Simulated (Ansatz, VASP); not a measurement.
## Two plane-wave programs on Hf2S

Contents of INCAR:

```
  PREC = Accurate
  ENCUT = 520
  EDIFF = 1E-6
  ISMEAR = 1
  SIGMA = 0.02
  LREAL = F
  LASPH = T
  NELM = 100
  ALGO = Normal
  ISIF = 2
  LWAVE = F
  LCHARG = F
  GGA = PS
  NBANDS = 35
```

Contents of KPOINTS:

```
Automatic mesh
0
Gamma
  12 12 4
```

POSCAR

```
Hf2S
1.0
    3.3742737662      0.0000000000      0.0000000000
   -1.6871368831      2.9222068008      0.0000000000
    0.0000000000      0.0000000000     11.7174070300
Hf S
4 2
Direct
    0.6666666667      0.3333333333      0.8998116400
    0.3333333333      0.6666666667      0.3998116400
    0.6666666667      0.3333333333      0.6001883600
    0.3333333333      0.6666666667      0.1001883600
    0.0000000000      0.0000000000      0.7500000000
    0.0000000000      0.0000000000      0.2500000000
```

Input for Ansatz:

```yaml
crystal:
  lattice:
    - [3.3742737662, 0.0, 0.0]
    - [-1.6871368831, 2.9222068008, 0.0]
    - [0.0, 0.0, 11.71740703]
  atoms:
    - { symbol: Hf, position: [0.6666666667, 0.3333333333, 0.89981164] }
    - { symbol: Hf, position: [0.3333333333, 0.6666666667, 0.39981164] }
    - { symbol: Hf, position: [0.6666666667, 0.3333333333, 0.60018836] }
    - { symbol: Hf, position: [0.3333333333, 0.6666666667, 0.10018836] }
    - { symbol: S, position: [0.0, 0.0, 0.75] }
    - { symbol: S, position: [0.0, 0.0, 0.25] }
basis:
  ecutwfc: 420
kpoints:
  mp_grid: { grid: [12, 12, 4] }
hamiltonian:
  xc: pbesol
scf:
  occupations: { method: cold, width: 0.02 }
output:
  forces: true
  stress: true
  eigenvalues: true
```

Alike in both runs: task single point; functional PBEsol; k mesh 12 × 12 × 4; no spin polarisation.

|  | VASP | Ansatz |
| --- | --- | --- |
| version | VASP 6.6.1 | Ansatz 0.2.0 |
| potentials or method | VASP PAW PBE potentials, release 64 (Hf_pv, S), cutoff 520 eV | scalar-relativistic, plane waves, PAW |
| occupations | methfessel-paxton of order 1, width 0.02 eV | cold, width 0.02 eV |
| valence electrons in the cell | 52 | 116 |

|  | VASP | Ansatz | Ansatz less VASP |
| --- | --- | --- | --- |
| gap on the k mesh at the Fermi level (eV) | none | none | - |
| pressure (GPa) | -3.3 | -2.8 | +0.46 |
| traceless stress, the component that is largest in VASP (GPa) | 0.19 | 0.21 | +0.015 |
| rms of the force components (eV/Å) | 0.111 | 0.113 | +0.0018 |

VASP's potentials were made for PBE, not for PBEsol. Atom by atom the forces differ by 0.002 eV/Å (rms over components). A gap of «none» marks a metal or a gap that the smearing closes. VASP's potentials hold 52 valence electrons a cell and Ansatz's 116, so a difference there can come from the potentials and not from the codes.

Spin-orbit coupling is off throughout.
